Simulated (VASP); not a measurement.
# Tl: single point with PBE+D3(BJ)

Crystal: Tl.

```
Tl
1.0
     0.00000    2.44827    2.44827
     2.44827    0.00000    2.44827
     2.44827    2.44827    0.00000
Tl
1
Direct
  0.00000 0.00000 0.00000
```

This isn't the form of Tl at room conditions, which is hcp.

```yaml
Program: VASP 6.6.1
Task: single point
Functional: PBE
Dispersion: D3(BJ)
Potentials_or_basis: VASP PAW PBE potentials, release 64 (Tl_d)
Cutoff: 520 eV
k_mesh: 14 × 14 × 14
Occupations: gaussian, width 0.1 eV
Spin: no spin polarisation
```

The pressure is 0.0 GPa. The band gap on the k mesh is zero (an odd number of electrons rules out a gap without spin polarisation) and the dispersion energy per atom is -0.334 eV.

Levels at points of the mesh, in eV from the Fermi level:
```csv
k point,band 3,band 4,band 5,band 6,band 7,band 8,band 9,band 10
"(0.00, 0.00, 0.00)",-11.55,-11.29,-11.29,-9.84,10.09,10.09,10.09,10.94
"(0.50, 0.00, 0.00)",-11.54,-11.06,-11.06,-5.30,-2.78,8.07,8.07,10.37
"(0.50, 0.50, 0.00)",-11.08,-11.00,-11.00,-3.64,-1.72,4.03,4.03,7.41
```

It took 27 s on 1 thread of Intel(R) Xeon(R) Platinum 8488C (Sapphire Rapids) (shared host), peak memory 0.18 GiB.

Caveat: spin-orbit coupling is left out, which moves the levels of the heavy elements.
